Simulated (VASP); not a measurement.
Sb:

```
CELL_PARAMETERS angstrom
3.41333 0.00000 0.00000
-1.70667 2.95603 0.00000
0.00000 0.00000 5.40014
ATOMIC_POSITIONS crystal
Sb 0.33333 0.66667 0.25000
Sb 0.66667 0.33333 0.75000
```

This cell differs from its parent crystal: volume scaled by 1.04.

Base run:

* Program: VASP 6.6.1
* Functional: PBE
* Potentials or basis: VASP PAW PBE potentials, release 64 (Sb)
* Cutoff: 520 eV
* k mesh: 12 × 12 × 7
* Occupations: fermi-dirac, width 0.05 eV
* Spin: no spin polarisation

Its results: band gap on the k mesh zero (band 5 reaches 12.20 eV, above the bottom of band 6 at 5.58 eV); pressure 0.2 GPa.

After a change of settings the same cell gave: band gap on the k mesh zero (band 5 reaches 12.05 eV, above the bottom of band 6 at 5.43 eV); pressure -2.7 GPa. Which change was it?
A. functional from PBE to LDA; potentials or basis from VASP PAW PBE potentials, release 64 (Sb) to VASP PAW LDA potentials, release 64 (Sb); cutoff from 520 eV to 500 eV
B. further incar settings from ALGO = Normal; EDIFF = 1e-06; NBANDS = 12 to ALGO = Normal; EDIFF = 1e-08; NBANDS = 12
C. functional from PBE to PBEsol

C.

PBEsol binds more tightly than PBE, so the same cell stands under less pressure.

Caveats: spin-orbit coupling is left out, which moves the levels of the heavy elements; the PAW data sets were made with another functional, which shifts forces and pressure a little (some runs).
